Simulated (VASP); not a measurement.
# Ge (Fd-3m) in VASP: further runs, part 2 of 3

VASP 6.6.1.

### Step 3. Relaxation of cell and atoms, PBE

This run uses another cell than the first one, of 22.63 Å³/atom.

Contents of INCAR:

```
SYSTEM = Ge
PREC     = Accurate       ! precision mode
ENCUT    = 500            ! plane-wave cutoff, eV
EDIFF    = 1E-7           ! SCF threshold, eV
ISMEAR   = -1             ! smearing method
SIGMA    = 0.05           ! smearing width, eV
LREAL    = .FALSE.        ! projectors in reciprocal space
LASPH    = .TRUE.         ! aspherical terms in the spheres
NELM     = 120            ! most SCF steps
ALGO     = Normal         ! electronic algorithm
ISIF     = 3              ! what is computed and relaxed
LWAVE    = .FALSE.        ! write WAVECAR
LCHARG   = .FALSE.        ! write CHGCAR
GGA      = PE             ! functional
IBRION   = 2              ! ionic algorithm
NSW      = 80             ! ionic steps
EDIFFG   = -0.01          ! ionic threshold
GGA_COMPAT= .FALSE.      
NELMIN   = 4
```

Contents of KPOINTS:

```
Automatic mesh
0
G
  5 5 5
  0 0 0
```

Contents of POSCAR:

```
Ge
1.0
    0.0000000000      2.8286800000      2.8286800000
    2.8286800000      0.0000000000      2.8286800000
    2.8286800000      2.8286800000      0.0000000000
Ge
2
Direct
    0.5000000000      0.5000000000      0.5000000000
    0.7500000000      0.7500000000      0.7500000000
```

Potentials or basis: VASP PAW PBE potentials, release 64 (Ge_d).

Launch:

```bash
$ cat potpaw_PBE.64/Ge_d/POTCAR > POTCAR
$ mpirun -np 1 vasp_std > vasp.out
```

OUTCAR:

```text
SYSTEM = Ge
   PREC = Accurate
   ENCUT = 500
   EDIFF = 1E-7
   ISMEAR = -1
   LREAL = .FALSE.
   LASPH = .TRUE.
   NELM = 120
   ISIF = 3
   GGA = PE
   IBRION = 2
   NSW = 80
   EDIFFG = -0.01
   NELMIN = 4

 ion  position               nearest neighbor table
   1  0.500  0.500  0.500-   2 2.45   2 2.45   2 2.45   2 2.45
   2  0.750  0.750  0.750-   1 2.45   1 2.45   1 2.45   1 2.45

  LATTYP: Found a face centered cubic cell.
 ALAT       =     5.6573600000

  Lattice vectors:

 A1 = (   0.0000000000,   2.8286800000,   2.8286800000)
 A2 = (   2.8286800000,   0.0000000000,   2.8286800000)
 A3 = (   2.8286800000,   2.8286800000,   0.0000000000)

Analysis of symmetry for initial positions (statically):
=====================================================================
 Subroutine PRICEL returns:
 Original cell was already a primitive cell.

 Routine SETGRP: Setting up the symmetry group for a
 face centered cubic supercell.

 Subroutine GETGRP returns: Found 48 space group operations
 (whereof 24 operations were pure point group operations)
 out of a pool of 48 trial point group operations.

The static configuration has the point symmetry T_d .
 The point group associated with its full space group is O_h .

Analysis of symmetry for dynamics (positions and initial velocities):
=====================================================================
 Subroutine PRICEL returns:
 Original cell was already a primitive cell.

 Routine SETGRP: Setting up the symmetry group for a
 face centered cubic supercell.

 Subroutine GETGRP returns: Found 48 space group operations
 (whereof 24 operations were pure point group operations)
 out of a pool of 48 trial point group operations.

The dynamic configuration has the point symmetry T_d .
 The point group associated with its full space group is O_h .

 Subroutine INISYM returns: Found 48 space group operations
 (whereof 24 operations are pure point group operations),
 and found     1 'primitive' translations

----------------------------------------------------------------------------------------

                                     Primitive cell

[... 79 lines left out ...]
   IBRION =      2    ionic relax: 0-MD 1-quasi-New 2-CG
   NFREE  =      1    steps in history (QN), initial steepest desc. (CG)
   ISIF   =      3    stress and relaxation
   ISYM   =      2    0-nonsym 1-usesym 2-fastsym
   POTIM  = 0.5000    time-step for ionic-motion
   TEBEG  =    0.0;   TEEND  =   0.0 temperature during run
   PSTRESS=    0.0 pullay stress
   NELECT =      28.0000    total number of electrons
   NUPDOWN=      -1.0000    fix difference up-down
   EMIN   =  10.00;   EMAX   =-10.00  energy-range for DOS
   EFERMI =   0.00;   METHOD = LEGACY
   ISMEAR =    -1;   SIGMA  =   0.05  broadening in eV -4-tet -1-fermi 0-gaus
   EFERMI_NEDOS =   21; number of points for ismear=-14 and -15
   IALGO  =     38    algorithm
   IMIX   =      4    mixing-type and parameters
     AMIX     =   0.40;   BMIX     =  1.00
     AMIX_MAG =   1.60;   BMIX_MAG =  1.00
  volume/ion in A,a.u.               =      22.63       152.74
  Fermi-wavevector in a.u.,A,eV,Ry     =   1.394870  2.635922 26.472338  1.945662
  Thomas-Fermi vector in A             =   2.518377
   LORBIT       =      0    0 simple, 1 ext, 2 COOP (PROOUT), +10 PAW based schemes
   GGA     = PE    functional components
   LHFCALC =     F    Hartree Fock is set to
   AEXX    =    0.0000 exact exchange contribution
   IVDW    =     0    specifies the selected vdW correction
   LEPSILON=     F    determine dielectric tensor
   LRPA    =     F    only Hartree local field effects (RPA)
 conjugate gradient relaxation of ions
 non-spin polarized calculation
  energy-cutoff  :      500.00
  volume of cell :       45.27
 maximum number of plane-waves:      1167
 NGX is ok and might be reduce to    30
   NGX = 15   NGY = 15   NGZ = 15

--------------------------------------- Ionic step        1  -------------------------------------------

 number of electron      28.0000022 magnetization

 Free energy of the ion-electron system (eV)
  ---------------------------------------------------
  ext. energy  EPLUGINS =         0.00000000
  ---------------------------------------------------
  free energy    TOTEN  =        -8.90803610 eV

  energy without entropy =       -8.90567090  energy(sigma->0) =       -8.90685350

 E-fermi :   5.0728     XC(G=0):  -9.9103

 val. band max:        5.0539833867   @ k =   0.0000   0.0000   0.0000
 cond. band min:       5.2813560260   @ k =   0.4000   0.0000   0.0000
 fundamental gap:      0.2273726393
 Fermi energy:         5.0728416246

 k-point     1 :       0.0000    0.0000    0.0000
  band No.  band energies     occupation
      1     -19.7937      2.00000
      2     -19.7937      2.00000
      3     -19.7937      2.00000
      4     -19.7578      2.00000
      5     -19.7578      2.00000
      6     -19.5470      2.00000
[... 270 lines left out ...]
--------------------------------------- Ionic step        3  -------------------------------------------

 number of electron      27.9999977 magnetization

 Free energy of the ion-electron system (eV)
  ---------------------------------------------------
  ext. energy  EPLUGINS =         0.00000000
  ---------------------------------------------------
  free energy    TOTEN  =        -8.93807154 eV

  energy without entropy =       -8.93442966  energy(sigma->0) =       -8.93625060

 E-fermi :   4.4493     XC(G=0):  -9.6398

 val. band max:        3.9892593382   @ k =   0.0000   0.0000   0.0000
 cond. band min:       4.4669005647   @ k =   0.0000   0.0000   0.0000
 fundamental gap:      0.4776412265
 Fermi energy:         4.4492568549

 k-point     1 :       0.0000    0.0000    0.0000
  band No.  band energies     occupation
      1     -20.2663      2.00000
      2     -20.2663      2.00000
      3     -20.2663      2.00000
      4     -20.2345      2.00000
      5     -20.2345      2.00000
      6     -20.0529      2.00000
[... 228 lines left out ...]
  FREE ENERGIE OF THE ION-ELECTRON SYSTEM (eV)
  ---------------------------------------------------
  free  energy   TOTEN  =        -8.9380715447 eV

  energy  without entropy=       -8.9344296640  energy(sigma->0) =       -8.93625060

 reached required accuracy - stopping structural energy minimisation
```

OSZICAR:

```text
N       E                     dE             d eps       ncg     rms          rms(c)
DAV:   1     0.165653541128E+03    0.16565E+03   -0.15389E+04   376   0.417E+03
DAV:   2     0.111643595113E+02   -0.15449E+03   -0.15229E+03   360   0.519E+02
DAV:   3    -0.840892918214E+01   -0.19573E+02   -0.19441E+02   406   0.146E+02
[... 27 lines left out ...]
DAV:   5    -0.893806814291E+01    0.31319E-04   -0.23434E-04   416   0.287E-01    0.292E-02
DAV:   6    -0.893807126949E+01   -0.31266E-05   -0.15376E-05   458   0.765E-02    0.932E-04
DAV:   7    -0.893807195086E+01   -0.68137E-06   -0.11183E-06   444   0.176E-02    0.196E-03
DAV:   8    -0.893807156673E+01    0.38412E-06   -0.42019E-07   356   0.139E-02    0.228E-04
DAV:   9    -0.893807154471E+01    0.22025E-07   -0.67481E-09   180   0.118E-03
   3 F= -.89380715E+01 E0= -.89362506E+01  d E =-.300354E-01
```

CONTCAR:

```text
Ge
   1.00000000000000
     0.0000000000000000    2.8836673817227636    2.8836673817227636
     2.8836673817227636   -0.0000000000000000    2.8836673817227636
     2.8836673817227636    2.8836673817227636    0.0000000000000000
  Ge
     2
Direct
     0.5000000000000000    0.5000000000000000    0.5000000000000000
     0.7500000000000000    0.7500000000000000    0.7500000000000000

  0.00000000E+00  0.00000000E+00  0.00000000E+00
  0.00000000E+00  0.00000000E+00  0.00000000E+00
```

Run time: 49 s. Hardware: 1 thread of Intel Xeon 8259CL, shared host; peak memory 0.16 GiB.

Results:

| Item | Value |
| --- | --- |
| Free energy | -8.9381 eV |
| Relaxed volume | 23.98 Å³/atom |
| Relaxed cell | a = 4.078 Å, b = 4.078 Å, c = 4.078 Å, α = 60.00°, β = 60.00°, γ = 60.00° |
| Space group after relaxing (to 0.1 Å) | Fd-3m (No. 227) |
| Energy gained by relaxing | 15.0 meV/atom |
| Ionic steps | 3 |
| Pressure after relaxing | 0.0 GPa |
| Band gap on the k mesh | zero (filled and empty bands touch) |

Step by step:
```tsv
step	energy change (eV)	largest force (eV/Å)	pressure (GPa)	volume (Å³)
1	0.0000	0.0000	3.67	45.27
2	-0.0276	0.0000	-0.95	48.75
3	-0.0300	0.0000	-0.04	47.96
```

Final structure:
```
CELL_PARAMETERS angstrom
0.00000 2.88367 2.88367
2.88367 0.00000 2.88367
2.88367 2.88367 0.00000
ATOMIC_POSITIONS crystal
Ge 0.50000 0.50000 0.50000
Ge 0.75000 0.75000 0.75000
```

Caveat: the k points lie up to 0.38 Å⁻¹ apart in the final cell; semilocal functionals underestimate gaps, and a narrow one can read as zero. PBE usually gives volumes a little too large and moduli too small.

(Part 2 of 3 ends here.)

The gap in the log of VASP goes by the Fermi energy; the results here count the filled bands.